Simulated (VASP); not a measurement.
# P (P4/mmm) in VASP: further runs, part 2 of 2

VASP 6.6.1.

## 6. Single point, PBEsol+D3(BJ) (strain +0.030 along x and y, +0.015 along z)

INCAR reads:

```
SYSTEM = P
ALGO = Normal
EDIFF = 1E-7
ENCUT = 520
GGA = PS
ISIF = 2
ISMEAR = 0
IVDW = 12
LASPH = .TRUE.
LCHARG = .FALSE.
LREAL = .FALSE.
LWAVE = .FALSE.
NBANDS = 8
NELM = 80
PREC = Accurate
SIGMA = 0.15
```

KPOINTS reads:

```
k-points
0
G
  12 12 12
  0 0 0
```

POSCAR reads:

```
P
1.0
    4.4010920031      0.0000000000      0.0000000000
    0.0000000000      4.4010920031      0.0000000000
    0.0000000000      0.0000000000      4.4436700000
P
1
Direct
    0.0000000000      0.0000000000      0.0000000000
```

Potentials or basis: VASP PAW PBE potentials, release 64 (P).

Run with:

```sh
cat potpaw_PBE.64/P/POTCAR > POTCAR
mpirun -np 1 vasp_std > vasp.out
```

OUTCAR:

```text
SYSTEM = P
   EDIFF = 1E-7
   ENCUT = 520
   GGA = PS
   ISIF = 2
   ISMEAR = 0
   IVDW = 12
   LASPH = .TRUE.
   LREAL = .FALSE.
   NELM = 80
   PREC = Accurate
 IVDW          = 12

 ion  position               nearest neighbor table
   1  0.000  0.000  0.000-

  LATTYP: Found a simple tetragonal cell.
 ALAT       =     4.4010920031
 C/A-ratio  =     1.0096744165

  Lattice vectors:

 A1 = (   4.4010920031,   0.0000000000,   0.0000000000)
 A2 = (   0.0000000000,   4.4010920031,   0.0000000000)
 A3 = (   0.0000000000,   0.0000000000,   4.4436700000)

Analysis of symmetry for initial positions (statically):
=====================================================================
 Subroutine PRICEL returns:
 Original cell was already a primitive cell.

 Routine SETGRP: Setting up the symmetry group for a
 simple tetragonal supercell.

 Subroutine GETGRP returns: Found 16 space group operations
 (whereof 16 operations were pure point group operations)
 out of a pool of 16 trial point group operations.

The static configuration has the point symmetry D_4h.

Analysis of symmetry for dynamics (positions and initial velocities):
=====================================================================
[... 163 lines left out ...]

 k-point     1 :       0.0000    0.0000    0.0000
  band No.  band energies     occupation
      1     -11.9424      2.00000
      2      -2.8314      0.00006
      3      -2.7929      0.00001
      4      -2.7929      0.00001
      5       1.3066      0.00000
      6       4.1745      0.00000
      7       4.2060      0.00000
      8       8.5413      0.00000
[... 243 lines left out ...]
 k-point    24 :       0.4167    0.3333    0.0000
  band No.  band energies     occupation
      1     -11.7252      2.00000
      2      -3.7323      1.99999
      3      -3.5119      1.98337
      4      -2.6331      0.00000
      5       3.0162      0.00000
      6       4.2173      0.00000
      7       5.9393      0.00000
      8       6.1341      0.00000

 [... further k-points ...]

------------------------ aborting loop because EDIFF is reached ----------------------------------------

 Edisp (eV)   -0.07387

 E8    (eV) :    -0.0435

  FORCE on cell =-STRESS in cart. coord.  units (eV):
  Direction    XX          YY          ZZ          XY          YZ          ZX
  --------------------------------------------------------------------------------------
  -------------------------------------------------------------------------------------
  Total      -1.86119    -1.86119    -1.78169     0.00000     0.00000     0.00000
  in kB     -34.64478   -34.64478   -33.16499     0.00000     0.00000     0.00000
  external pressure =      -34.15 kB  Pullay stress =        0.00 kB

 VOLUME and BASIS-vectors are now :
 -----------------------------------------------------------------------------
  energy-cutoff  :      520.00
  volume of cell :       86.07
      direct lattice vectors                 reciprocal lattice vectors
     4.401092003  0.000000000  0.000000000     0.227216336  0.000000000  0.000000000
     0.000000000  4.401092003  0.000000000     0.000000000  0.227216336  0.000000000
     0.000000000  0.000000000  4.443670000     0.000000000  0.000000000  0.225039213

 POSITION                                       TOTAL-FORCE (eV/Angst)
 -----------------------------------------------------------------------------------
      0.00000      0.00000      0.00000         0.000000      0.000000      0.000000
 -----------------------------------------------------------------------------------
    total drift:                                0.000000      0.000000     -0.000000

  FREE ENERGIE OF THE ION-ELECTRON SYSTEM (eV)
  ---------------------------------------------------
  free  energy   TOTEN  =        -1.1257915614 eV

  energy  without entropy=       -1.0823798286  energy(sigma->0) =       -1.10408569
```

OSZICAR:

```text
N       E                     dE             d eps       ncg     rms          rms(c)
DAV:   1     0.851685734421E+01    0.85169E+01   -0.12306E+03  3136   0.351E+02
DAV:   2    -0.544107840289E+00   -0.90610E+01   -0.89084E+01  4256   0.456E+01
DAV:   3    -0.106363528543E+01   -0.51953E+00   -0.49210E+00  4008   0.112E+01
DAV:   4    -0.106862149535E+01   -0.49862E-02   -0.49812E-02  5552   0.126E+00
DAV:   5    -0.106862831937E+01   -0.68240E-05   -0.68236E-05  4328   0.317E-02    0.562E-01
DAV:   6    -0.105400255759E+01    0.14626E-01   -0.26299E-02  4000   0.605E-01    0.305E-01
DAV:   7    -0.105096109296E+01    0.30415E-02   -0.25364E-02  4112   0.621E-01    0.148E-01
DAV:   8    -0.105184511753E+01   -0.88402E-03   -0.10230E-03  4240   0.157E-01    0.272E-02
DAV:   9    -0.105186519577E+01   -0.20078E-04   -0.10031E-05  5160   0.190E-02    0.933E-03
DAV:  10    -0.105191609995E+01   -0.50904E-04   -0.66023E-05  3536   0.360E-02    0.206E-03
DAV:  11    -0.105191979200E+01   -0.36920E-05   -0.67506E-06  3704   0.111E-02    0.153E-03
DAV:  12    -0.105191993531E+01   -0.14331E-06   -0.41717E-07  4296   0.299E-03    0.228E-04
DAV:  13    -0.105192001066E+01   -0.75350E-07   -0.12386E-07  3584   0.166E-03
   1 F= -.11257916E+01 E0= -.11040857E+01  d E =-.434117E-01
```

Wall time 74 s (1 thread of Intel Xeon Platinum 8488C (Sapphire Rapids), shared host); peak memory 0.27 GiB.

What came out:

```yaml
Free_energy: -1.1258 eV
Pressure: -3.4 GPa
Band_gap_on_the_k_mesh: zero (an odd number of electrons rules out a gap without spin polarisation)
Dispersion_energy_per_atom: -0.074 eV
```

Stress tensor (GPa, compression positive):
```
-3.46  0.00  0.00
 0.00 -3.46  0.00
 0.00  0.00 -3.32
```

Caveat: the cell differs from its parent crystal (strain +0.030 along x and y, +0.015 along z); the cell stands under tension; the PAW data sets were made with another functional, which shifts forces and pressure a little.

## 7. The runs side by side

```csv
cell,gap on the mesh (eV),pressure (GPa)
"a = 4.401, b = 4.401, c = 4.312 Å, 1 atom",none,-3.7
"a = 4.337, b = 4.337, c = 4.444 Å, 1 atom",none,-3.7
"a = 4.401, b = 4.401, c = 4.378 Å, 1 atom",none,-3.5
"a = 4.337, b = 4.337, c = 4.509 Å, 1 atom",none,-3.5
"a = 4.401, b = 4.401, c = 4.444 Å, 1 atom",none,-3.4
```

Alike in all rows: task single point; level PBEsol+D3(BJ); potentials or basis VASP PAW PBE potentials, release 64 (P); no spin polarisation; k mesh 12 × 12 × 12; cutoff (eV) 520; smearing gaussian 0.15 eV.

Caveats: the cell stands under tension; the PAW data sets were made with another functional, which shifts forces and pressure a little.

Total energies depend on the potentials used, so only differences within one code and one set of settings carry meaning.
